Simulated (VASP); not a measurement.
Crystal: HfO2.

```
Hf O
1.0
     5.28815    0.00000    0.00000
     0.00000    5.07062    0.00000
     0.00000    0.00000    5.09891
Hf O
4 8
Cartesian
  5.1136 3.7143 3.7805
  2.8186 3.7143 1.2311
  2.4695 1.3563 3.7805
  0.1745 1.3563 1.2311
  3.3428 4.7088 4.4833
  4.5894 4.7088 1.9339
  1.2372 2.7375 2.5102
  1.4069 2.7375 5.0596
  4.0510 2.3331 5.0596
  3.8812 2.3331 2.5102
  0.6987 0.3618 4.4833
  1.9454 0.3618 1.9339
```

Base run:

| Item | Value |
| --- | --- |
| Program | VASP 6.6.1 |
| Functional | RPBE |
| Dispersion | D4 |
| Potentials or basis | VASP PAW PBE potentials, release 64 (Hf_pv, O) |
| Cutoff | 520 eV |
| k mesh | 5 × 6 × 5 |
| Occupations | fermi-dirac, width 0.05 eV |
| Spin | no spin polarisation |

Its results: band gap on the k mesh 4.38 eV (least direct gap 4.57 eV); pressure -6.0 GPa; largest force 0.133 eV/Å.

**Question.** The run is repeated on the same cell with these changes: functional from RPBE to PBE. What comes out?

**Answer.** Band gap on the k mesh 4.30 eV (least direct gap 4.51 eV); pressure -6.6 GPa; largest force 0.125 eV/Å.

PBE binds more tightly than RPBE, so the same cell stands under less pressure.

Caveats: the cell stands under tension; spin-orbit coupling is left out, which moves the levels of the heavy elements; an odd mesh through Γ misses points on the zone boundary, where band edges can lie; the PAW data sets were made with another functional, which shifts forces and pressure a little (at least some runs).
